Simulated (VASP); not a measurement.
Here is a VASP 6.6.1 calculation.

Contents of INCAR:

```
PREC     = Accurate       # precision mode
ENCUT    = 600            # plane-wave cutoff, eV
EDIFF    = 1E-6           # SCF threshold, eV
ISMEAR   = 0              # smearing method
SIGMA    = 0.01           # smearing width, eV
LREAL    = False          # projectors in reciprocal space
LASPH    = True           # aspherical terms in the spheres
NELM     = 120            # most SCF steps
ALGO     = Normal         # electronic algorithm
ISIF     = 2              # what is computed and relaxed
LWAVE    = False          # write WAVECAR
LCHARG   = False          # write CHGCAR
GGA      = CA             # functional
NBANDS   = 11             # bands
GGA_COMPAT= False
```

Contents of KPOINTS:

```
Automatic mesh
0
Gamma
  10 10 10
```

File POSCAR:

```
MgO
1.0
    0.0000000000      1.9541088990      1.9541088990
    1.9541088990      0.0000000000      1.9541088990
    1.9541088990      1.9541088990      0.0000000000
Mg O
1 1
Direct
    0.0000000000      0.0000000000      0.0000000000
    0.5000000000      0.5000000000      0.5000000000
```

Potentials or basis: VASP PAW LDA potentials, release 64 (Mg, O).

The run is started by

```bash
$ cat potpaw_LDA.64/Mg/POTCAR potpaw_LDA.64/O/POTCAR > POTCAR
$ mpirun -np 1 vasp_std > vasp.out
```

(1) Estimate the pressure.

(2) Estimate the band gap on the k mesh.

## Answers

(1) 45.4 GPa.

(2) 7.18 eV, direct.
